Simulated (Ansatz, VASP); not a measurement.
PtS2 in VASP and in Ansatz

```xyz
3
Lattice="3.4723 0.0000 0.0000 -1.7362 3.0071 0.0000 0.0000 0.0000 5.0388" Properties=species:S:1:pos:R:3 pbc="T T T"
Pt    0.0000    0.0000    0.0000
S     1.7362    1.0024    3.8950
S     0.0000    2.0048    1.1438
```

Alike in both runs: task single point; functional PBE; k mesh 7 × 7 × 5; occupations fermi-dirac, width 0.05 eV; no spin polarisation.

|  | VASP | Ansatz |
| --- | --- | --- |
| version | VASP 6.6.1 | Ansatz 0.2.0 |
| potentials or method | VASP PAW PBE potentials, release 64 (Pt_sv_GW, S) | Ansatz PAW |
| plane-wave cutoff (eV) | 500 | 420 |
| valence electrons in the cell | 30 | 30 |

Ansatz gave:

| Item | Value |
| --- | --- |
| gap on the k mesh at the Fermi level (eV) | 0.99 |
| least direct gap on the mesh (eV) | 1.29 |
| pressure (GPa) | 20.6 |
| traceless stress, the component that is largest in VASP (GPa) | -4.36 |
| rms of the force components (eV/Å) | 0.916 |

Estimate VASP's values.

gap on the k mesh at the Fermi level (eV): 1.01; least direct gap on the mesh (eV): 1.31; pressure (GPa): 19.2; traceless stress, the component that is largest in VASP (GPa): -4.20; rms of the force components (eV/Å): 0.902.

Atom by atom the forces differ by 0.014 eV/Å (rms over components).

Spin-orbit coupling is off throughout. Noted on Ansatz's run: odd divisions of the mesh miss points on the zone boundary, where band edges often lie, so the gap on the mesh can be too wide.
